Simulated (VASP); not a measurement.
# AlN (F-43m) in VASP: a series of runs, part 2 of 2

VASP 6.6.1.

**3. Single point, PBE+D3(BJ)**

This run uses another cell than the first one, of 10.45 Å³/atom, 0.996 times its volume.

INCAR

```
SYSTEM = AlN
PREC = Accurate ; ENCUT = 520
EDIFF = 1E-7 ; ISMEAR = 0
SIGMA = 0.01 ; LREAL = .False.
LASPH = .True. ; NELM = 60
ALGO = Normal ; ISIF = 2
LWAVE = .False. ; LCHARG = .False.
GGA = PE ; IVDW = 12
NBANDS = 11
```

KPOINTS

```
regular mesh
0
Gamma
  8 8 8
  0 0 0
```

POSCAR

```
AlN
1.0
    0.0000000000      2.1861284421      2.1861284421
    2.1861284421      0.0000000000      2.1861284421
    2.1861284421      2.1861284421      0.0000000000
Al N
1 1
Direct
    0.0000000000      0.0000000000      0.0000000000
    0.7500000000      0.7500000000      0.7500000000
```

Potentials or basis: VASP PAW PBE potentials, release 64 (Al, N).

Started as:

```console
> cat potpaw_PBE.64/Al/POTCAR potpaw_PBE.64/N/POTCAR > POTCAR
> mpirun -np 1 vasp_std > vasp.out
```

OUTCAR:

```text
SYSTEM = AlN
   PREC = Accurate
   ENCUT = 520
   EDIFF = 1E-7
   ISMEAR = 0
   LREAL = .False.
   LASPH = .True.
   NELM = 60
   ISIF = 2
   GGA = PE
   IVDW = 12
 IVDW          = 12

 ion  position               nearest neighbor table
   1  0.000  0.000  0.000-   2 1.89   2 1.89   2 1.89   2 1.89
   2  0.750  0.750  0.750-   1 1.89   1 1.89   1 1.89   1 1.89

  LATTYP: Found a face centered cubic cell.
 ALAT       =     4.3722568842

  Lattice vectors:

 A1 = (   0.0000000000,   2.1861284421,   2.1861284421)
 A2 = (   2.1861284421,   0.0000000000,   2.1861284421)
 A3 = (   2.1861284421,   2.1861284421,   0.0000000000)

Analysis of symmetry for initial positions (statically):
=====================================================================
 Subroutine PRICEL returns:
 Original cell was already a primitive cell.

 Routine SETGRP: Setting up the symmetry group for a
 face centered cubic supercell.

 Subroutine GETGRP returns: Found 24 space group operations
 (whereof 24 operations were pure point group operations)
 out of a pool of 48 trial point group operations.

The static configuration has the point symmetry T_d .

Analysis of symmetry for dynamics (positions and initial velocities):
=====================================================================
 Subroutine PRICEL returns:
 Original cell was already a primitive cell.

 Routine SETGRP: Setting up the symmetry group for a
 face centered cubic supercell.

 Subroutine GETGRP returns: Found 24 space group operations
 (whereof 24 operations were pure point group operations)
 out of a pool of 48 trial point group operations.

The dynamic configuration has the point symmetry T_d .

 Subroutine INISYM returns: Found 24 space group operations
 (whereof 24 operations are pure point group operations),
 and found     1 'primitive' translations

----------------------------------------------------------------------------------------

[... 118 lines left out ...]
   LHFCALC =     F    Hartree Fock is set to
   AEXX    =    0.0000 exact exchange contribution
   IVDW    =    12    specifies the selected vdW correction
   LEPSILON=     F    determine dielectric tensor
   LRPA    =     F    only Hartree local field effects (RPA)
 non-spin polarized calculation
 Gauss-broadening in eV      SIGMA  =   0.01
  energy-cutoff  :      520.00
  volume of cell :       20.90
 maximum number of plane-waves:       588
   NGX = 11   NGY = 11   NGZ = 11

 number of electron       8.0000000 magnetization

 Free energy of the ion-electron system (eV)
  ---------------------------------------------------
  ext. energy  EPLUGINS =         0.00000000
  ---------------------------------------------------
  free energy    TOTEN  =       -14.84199335 eV

  energy without entropy =      -14.84199335  energy(sigma->0) =      -14.84199335

 E-fermi :   6.0026     XC(G=0): -10.9208

 val. band max:        5.9423266954   @ k =   0.0000   0.0000   0.0000
 cond. band min:       9.2587246612   @ k =   0.5000   0.5000   0.0000
 fundamental gap:      3.3163979658
 Fermi energy:         6.0025980437

 k-point     1 :       0.0000    0.0000    0.0000
  band No.  band energies     occupation
      1      -9.0213      2.00000
      2       5.9423      2.00000
      3       5.9423      2.00000
      4       5.9423      2.00000
      5      10.1124      0.00000
      6      18.4738      0.00000
      7      18.4738      0.00000
      8      18.4738      0.00000
      9      23.6076      0.00000
     10      23.6076      0.00000
     11      25.0038      0.00000
[... 309 lines left out ...]
 k-point    24 :      -0.3750    0.2500    0.1250
  band No.  band energies     occupation
      1      -6.6635      2.00000
      2       0.8132      2.00000
      3       3.7233      2.00000
      4       4.8279      2.00000
      5      13.0348      0.00000
      6      15.1710      0.00000
      7      18.0850      0.00000
      8      18.6024      0.00000
      9      23.0836      0.00000
     10      24.6829      0.00000
     11      27.9430      0.00000

 [... further k-points ...]

------------------------ aborting loop because EDIFF is reached ----------------------------------------

 Edisp (eV)   -0.53776

 E8    (eV) :    -0.2103

  FORCE on cell =-STRESS in cart. coord.  units (eV):
  Direction    XX          YY          ZZ          XY          YZ          ZX
  --------------------------------------------------------------------------------------
  -------------------------------------------------------------------------------------
  Total      -0.03346    -0.03346    -0.03346    -0.00000    -0.00000     0.00000
  in kB      -2.56524    -2.56524    -2.56524    -0.00000    -0.00000     0.00000
  external pressure =       -2.57 kB  Pullay stress =        0.00 kB

 VOLUME and BASIS-vectors are now :
 -----------------------------------------------------------------------------
  energy-cutoff  :      520.00
  volume of cell :       20.90
      direct lattice vectors                 reciprocal lattice vectors
     0.000000000  2.186128442  2.186128442    -0.228714832  0.228714832  0.228714832
     2.186128442  0.000000000  2.186128442     0.228714832 -0.228714832  0.228714832
     2.186128442  2.186128442  0.000000000     0.228714832  0.228714832 -0.228714832

 POSITION                                       TOTAL-FORCE (eV/Angst)
 -----------------------------------------------------------------------------------
      0.00000      0.00000      0.00000         0.000000      0.000000      0.000000
      3.27919      3.27919      3.27919        -0.000000     -0.000000     -0.000000
 -----------------------------------------------------------------------------------
    total drift:                               -0.000000     -0.000000     -0.000000

  FREE ENERGIE OF THE ION-ELECTRON SYSTEM (eV)
  ---------------------------------------------------
  free  energy   TOTEN  =       -15.3797582560 eV

  energy  without entropy=      -15.3797582560  energy(sigma->0) =      -15.37975826
```

stdout:

```text
POSCAR found type information on POSCAR AlN
 POSCAR found :  2 types and       2 ions
 scaLAPACK will be used
 LDA part: xc-table for (Slater+PW92), standard interpolation
 POSCAR, INCAR and KPOINTS ok, starting setup
 FFT: planning ... GRIDC
 FFT: planning ... GRID_SOFT
 FFT: planning ... GRID
 WAVECAR not read
 entering main loop
```

It took 5.1 s on 1 thread of Intel Xeon Platinum 8259CL at 2.50GHz (Skylake/Cascade Lake), shared host; peak memory 0.14 GiB.

Results:

```yaml
Free_energy: -15.3798 eV
Pressure: -0.3 GPa
Band_gap_on_the_k_mesh: 3.32 eV, indirect (least direct gap 4.17 eV)
Dispersion_energy_per_atom: -0.269 eV
```

**4. Single point, r2SCAN+rVV10**

This run uses another cell than the first one, of 10.39 Å³/atom, 0.991 times its volume.

POSCAR

```
AlN
1.0
    0.0000000000      2.1823139718      2.1823139718
    2.1823139718      0.0000000000      2.1823139718
    2.1823139718      2.1823139718      0.0000000000
Al N
1 1
Direct
    0.0000000000      0.0000000000      0.0000000000
    0.7500000000      0.7500000000      0.7500000000
```

INCAR.step1

```
SYSTEM = AlN
PREC     = Accurate       ! precision mode
ENCUT    = 520            ! plane-wave cutoff, eV
ISMEAR   = 0              ! smearing method
SIGMA    = 0.01           ! smearing width, eV
LREAL    = .False.        ! projectors in reciprocal space
LASPH    = .True.         ! aspherical terms in the spheres
NELM     = 80             ! most SCF steps
NBANDS   = 11             ! bands
GGA      = PE             ! functional
ALGO     = Normal         ! electronic algorithm
EDIFF    = 1E-4           ! SCF threshold, eV
LWAVE    = .True.         ! write WAVECAR
LCHARG   = .False.        ! write CHGCAR
```

INCAR.step2

```
SYSTEM = AlN
PREC     = Accurate       ! precision mode
ENCUT    = 520            ! plane-wave cutoff, eV
EDIFF    = 1E-7           ! SCF threshold, eV
ISMEAR   = 0              ! smearing method
SIGMA    = 0.01           ! smearing width, eV
LREAL    = .False.        ! projectors in reciprocal space
LASPH    = .True.         ! aspherical terms in the spheres
NELM     = 80             ! most SCF steps
ALGO     = Normal         ! electronic algorithm
ISIF     = 2              ! what is computed and relaxed
LWAVE    = .False.        ! write WAVECAR
LCHARG   = .True.         ! write CHGCAR
METAGGA  = R2SCAN         ! meta-GGA
LMIXTAU  = .True.       
LUSE_VDW = .True.       
IVDW_NL  = 2            
BPARAM   = 11.95        
CPARAM   = 0.0093       
LELF     = .True.         ! ELF
LVHAR    = .True.       
NBANDS   = 11             ! bands
ISTART   = 1
```

KPOINTS is that of step 3.

Started as:

```console
> cat potpaw_PBE.64/Al/POTCAR potpaw_PBE.64/N/POTCAR > POTCAR
> cp INCAR.step1 INCAR
> mpirun -np 1 vasp_std > vasp.out
> cp INCAR.step2 INCAR
> mpirun -np 1 vasp_std > vasp.out
```

Run time: 51 s. Hardware: 1 thread of Intel Xeon Platinum 8259CL at 2.50GHz (Skylake/Cascade Lake), shared host; peak memory 0.2 GiB.

The run converged. Its results:

- Free energy: -18.9935 eV
- Pressure: -0.3 GPa
- Band gap on the k mesh: 3.89 eV, indirect (least direct gap 4.88 eV)

Levels at points of the mesh, in eV from the valence-band top:
```tsv
k point	band 2	band 3	band 4	band 5	band 6	band 7
(0.00, 0.00, 0.00)	0.00	0.00	0.00	4.88	13.52	13.52
(0.50, 0.00, 0.00)	-5.92	-0.49	-0.49	8.20	10.81	11.93
(0.50, 0.50, 0.00)	-4.97	-1.81	-1.81	3.89	9.46	15.21
```

Caveat: the PAW data sets were made with another functional, which shifts forces and pressure a little.

**5. Single point, r2SCAN+D4**

This run uses another cell than the first one, of 10.35 Å³/atom, 0.987 times its volume.

POSCAR

```
AlN
1.0
    0.0000000000      2.1790148951      2.1790148951
    2.1790148951      0.0000000000      2.1790148951
    2.1790148951      2.1790148951      0.0000000000
Al N
1 1
Direct
    0.0000000000      0.0000000000      0.0000000000
    0.7500000000      0.7500000000      0.7500000000
```

INCAR.step1

```
SYSTEM = AlN
PREC = Accurate
ENCUT = 520
ISMEAR = 0
SIGMA = 0.01
LREAL = .False.
LASPH = .True.
NELM = 100
NBANDS = 11
GGA = PE
ALGO = Normal
EDIFF = 1E-4
LWAVE = .True.
LCHARG = .False.
```

INCAR.step2

```
SYSTEM = AlN
PREC = Accurate
ENCUT = 520
EDIFF = 1E-6
ISMEAR = 0
SIGMA = 0.01
LREAL = .False.
LASPH = .True.
NELM = 100
ALGO = Normal
ISIF = 2
LWAVE = .False.
LCHARG = .False.
METAGGA = R2SCAN
LMIXTAU = .True.
IVDW = 13
VDW_S6 = 1.0
VDW_S8 = 0.6018749
VDW_A1 = 0.51559235
VDW_A2 = 5.77342911
NBANDS = 11
ISTART = 1
```

KPOINTS is that of step 4.

Started as:

```console
> cat potpaw_PBE.64/Al/POTCAR potpaw_PBE.64/N/POTCAR > POTCAR
> cp INCAR.step1 INCAR
> mpirun -np 1 vasp_std > vasp.out
> cp INCAR.step2 INCAR
> mpirun -np 1 vasp_std > vasp.out
```

Wall time 21 s (1 thread of Intel Xeon Platinum 8259CL at 2.50GHz (Skylake/Cascade Lake), shared host); peak memory 0.14 GiB.

It converged, with:

| Property | Result |
| --- | --- |
| Free energy | -19.4106 eV |
| Pressure | -0.4 GPa |
| Band gap on the k mesh | 3.94 eV, indirect (least direct gap 4.96 eV) |
| Dispersion energy per atom | -0.116 eV |

Levels at points of the mesh, in eV from the valence-band top:
| k point | band 1 | band 2 | band 3 | band 4 | band 5 | band 6 | band 7 | band 8 | band 9 |
| --- | --- | --- | --- | --- | --- | --- | --- | --- | --- |
| (0.00, 0.00, 0.00) | -15.78 | 0.00 | 0.00 | 0.00 | 4.96 | 13.59 | 13.59 | 13.59 | 18.59 |
| (0.50, 0.00, 0.00) | -13.75 | -5.92 | -0.49 | -0.49 | 8.28 | 10.88 | 11.99 | 11.99 | 19.42 |
| (0.50, 0.50, 0.00) | -13.11 | -4.97 | -1.81 | -1.81 | 3.94 | 9.52 | 15.30 | 17.04 | 17.04 |

Caveat: the PAW data sets were made with another functional, which shifts forces and pressure a little.

**6. Relaxation of cell and atoms, PBEsol**

This run uses another cell than the first one, of 10.42 Å³/atom, 0.993 times its volume.

INCAR

```
  PREC = Accurate
  ENCUT = 600
  EDIFF = 1E-6
  ISMEAR = 0
  SIGMA = 0.01
  LREAL = F
  LASPH = T
  NELM = 60
  ALGO = Normal
  ISIF = 3
  LWAVE = F
  LCHARG = F
  GGA = PS
  IBRION = 2
  NSW = 60
  EDIFFG = -0.01
```

KPOINTS

```
Automatic mesh
0
Gamma
  8 8 8
```

POSCAR

```
AlN
1.0
    0.0000000000      2.1839940000      2.1839940000
    2.1839940000      0.0000000000      2.1839940000
    2.1839940000      2.1839940000      0.0000000000
Al N
1 1
Direct
    0.0000000000      0.0000000000      0.0000000000
    0.7500000000      0.7500000000      0.7500000000
```

Potentials or basis: VASP PAW PBE potentials, release 64 (Al, N).

Started as:

```console
> cat potpaw_PBE.64/Al/POTCAR potpaw_PBE.64/N/POTCAR > POTCAR
> mpirun -np 1 vasp_std > vasp.out
```

Run time: 15 s. Hardware: 1 thread of Intel Xeon Platinum 8259CL at 2.50GHz (Skylake/Cascade Lake), shared host; peak memory 0.15 GiB.

It converged, with:

```
Free energy                            : -15.6127 eV
Relaxed volume                         : 10.48 Å³/atom
Relaxed cell                           : a = 3.095 Å, b = 3.095 Å, c = 3.095 Å, α = 60.00°, β = 60.00°, γ = 60.00°
Space group after relaxing (to 0.05 Å) : F-43m (No. 216)
Energy gained by relaxing              : 0.2 meV/atom
Ionic steps                            : 3
Pressure after relaxing                : 0.0 GPa
Band gap on the k mesh                 : 3.18 eV, indirect (least direct gap 4.08 eV)
```

The path:
| step | energy change (eV) | largest force (eV/Å) | pressure (GPa) | volume (Å³) |
| --- | --- | --- | --- | --- |
| 1 | 0.0000 | 0.0000 | 1.21 | 20.83 |
| 2 | -0.0001 | 0.0000 | -1.08 | 21.07 |
| 3 | -0.0005 | 0.0000 | 0.00 | 20.96 |

Final structure:
```
Al N
1.0
     0.00000    2.18830    2.18830
     2.18830    0.00000    2.18830
     2.18830    2.18830    0.00000
Al N
1 1
Direct
  0.00000 0.00000 0.00000
  0.75000 0.75000 0.75000
```

Levels at points of the mesh, in eV from the valence-band top:
```csv
k point,band 1,band 2,band 3,band 4,band 5,band 6,band 7,band 8
"(0.00, 0.00, 0.00)",-14.92,0.00,0.00,0.00,4.08,12.41,12.41,12.41
"(0.50, 0.00, 0.00)",-12.86,-5.89,-0.48,-0.48,7.23,9.73,11.00,11.00
"(0.50, 0.50, 0.00)",-12.22,-4.93,-1.78,-1.78,3.18,8.45,13.79,15.55
```

Caveat: the PAW data sets were made with another functional, which shifts forces and pressure a little. PBEsol gaps usually lie below the measured ones, often by a third to a half.

**7. Overview**

| task | level | cell | cutoff (eV) | gap on the mesh (eV) | pressure (GPa) |
| --- | --- | --- | --- | --- | --- |
| single point | PBEsol | a = 3.095 Å, angles 60.0°, 2 atoms | 520 | 3.18 | 0.0 |
| single point | PBE+D3(BJ) | a = 3.092 Å, angles 60.0°, 2 atoms | 520 | 3.32 | -0.3 |
| single point | r2SCAN+rVV10 | a = 3.086 Å, angles 60.0°, 2 atoms | 520 | 3.89 | -0.3 |
| single point | r2SCAN+D4 | a = 3.082 Å, angles 60.0°, 2 atoms | 520 | 3.94 | -0.4 |
| relaxation of cell and atoms | PBEsol | relaxed from a = 3.089 Å, angles 60.0°, 2 atoms | 600 | 3.18 | 0.0 |

Alike in all rows: potentials or basis VASP PAW PBE potentials, release 64 (Al, N); no spin polarisation; k mesh 8 × 8 × 8; smearing gaussian 0.01 eV.

Caveats: the PAW data sets were made with another functional, which shifts forces and pressure a little (some runs).

Absolute energies hang on the potentials; compare differences alone.
